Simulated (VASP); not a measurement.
Set up this calculation in VASP 6.6.1, as the native input.

```yaml
Task: relaxation of cell and atoms
Functional: PBEsol
Dispersion: D4
Potentials_or_basis: VASP PAW PBE potentials, release 64 (Ag)
Cutoff: 600 eV
k_mesh: 11 × 11 × 11
Occupations: fermi-dirac, width 0.05 eV
Spin: no spin polarisation
Dipole_correction: no
Further_INCAR_settings: ALGO = Normal; EDIFF = 1e-06; IBRION = 2; EDIFFG = -0.01; NSW = 60; ISIF = 3
```

The structure of Ag lies in POSCAR:

```
Ag
1.0
   -1.6556540000      1.6556540000      1.6556540000
    1.6556540000     -1.6556540000      1.6556540000
    1.6556540000      1.6556540000     -1.6556540000
Ag
1
Direct
    0.0000000000      0.0000000000      0.0000000000
```

One way to write it, as run:

INCAR

```
PREC = Accurate ; ENCUT = 600
EDIFF = 1E-6 ; ISMEAR = -1
SIGMA = 0.05 ; LREAL = False
LASPH = True ; NELM = 100
ALGO = Normal ; ISIF = 3
LWAVE = False ; LCHARG = False
GGA = PS ; IVDW = 13
IBRION = 2 ; NSW = 60
EDIFFG = -0.01
```

KPOINTS

```
regular mesh
0
Gamma
  11 11 11
```

Potentials or basis: VASP PAW PBE potentials, release 64 (Ag).

Run with:

```console
$ cat potpaw_PBE.64/Ag/POTCAR > POTCAR
$ mpirun -np 1 vasp_std > vasp.out
```

Results of the run:

```
Relaxed volume                         : 16.35 Å³/atom
Relaxed cell                           : a = 2.770 Å, b = 2.770 Å, c = 2.770 Å, α = 109.47°, β = 109.47°, γ = 109.47°
Space group after relaxing (to 0.05 Å) : Im-3m (No. 229)
Energy gained by relaxing              : 63.6 meV/atom
Ionic steps                            : 3
Pressure after relaxing                : -0.1 GPa
Dispersion energy per atom             : -0.344 eV
```

Caveat: the PAW data sets were made with another functional, which shifts forces and pressure a little; pairwise dispersion overbinds metals, which lowers pressure and volume.

Wall time 11 s on 1 thread of Intel(R) Xeon(R) Platinum 8559C (Emerald Rapids), on a shared host, peak memory 0.15 GiB.
